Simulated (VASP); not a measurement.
Crystal: MgI2.

```xyz
3
Lattice="4.1400 0.0000 0.0000 -2.0700 3.5853 0.0000 0.0000 0.0000 6.8800" Properties=species:S:1:pos:R:3 pbc="T T T"
Mg    0.0000    0.0000    0.0000
I     0.0000    2.3902    1.7200
I     2.0700    1.1951    5.1600
```

* Program: VASP 6.6.1
* Task: relaxation of cell and atoms
* Functional: PBE
* Dispersion: D3(BJ)
* Potentials or basis: VASP PAW PBE potentials, release 64 (Mg, I)
* Cutoff: 600 eV
* k mesh: 6 × 6 × 4
* Occupations: fermi-dirac, width 0.02 eV
* Spin: no spin polarisation

At the start: pressure -0.9 GPa; volume 34.04 Å³/atom.

Q: Where does the relaxation end?

A: Over 10 steps the energy falls by 4.5 meV/atom and the volume is 33.52 Å³/atom (-1.5 %); space group P-3m1 (No. 164, to 0.05 Å).

Step by step:
```tsv
step	energy change (eV)	largest force (eV/Å)	pressure (GPa)	volume (Å³)
1	0.0000	0.2569	-0.94	102.12
2	-0.0121	0.0443	0.13	99.20
3	-0.0121	0.0514	0.11	99.29
4	-0.0121	0.0557	0.08	99.34
5	-0.0126	0.0439	0.05	99.55
6	-0.0130	0.0211	-0.01	99.97
7	-0.0131	0.0131	0.02	99.99
8	-0.0133	0.0086	0.09	100.04
9	-0.0134	0.0057	0.07	100.16
10	-0.0134	0.0032	-0.01	100.55
```

Final structure:
```
CELL_PARAMETERS angstrom
4.12298 0.00000 0.00000
-2.06149 3.57060 0.00000
0.00000 0.00000 6.82994
ATOMIC_POSITIONS crystal
Mg 0.00000 0.00000 0.00000
I 0.33333 0.66667 0.24542
I 0.66667 0.33333 0.75458
```
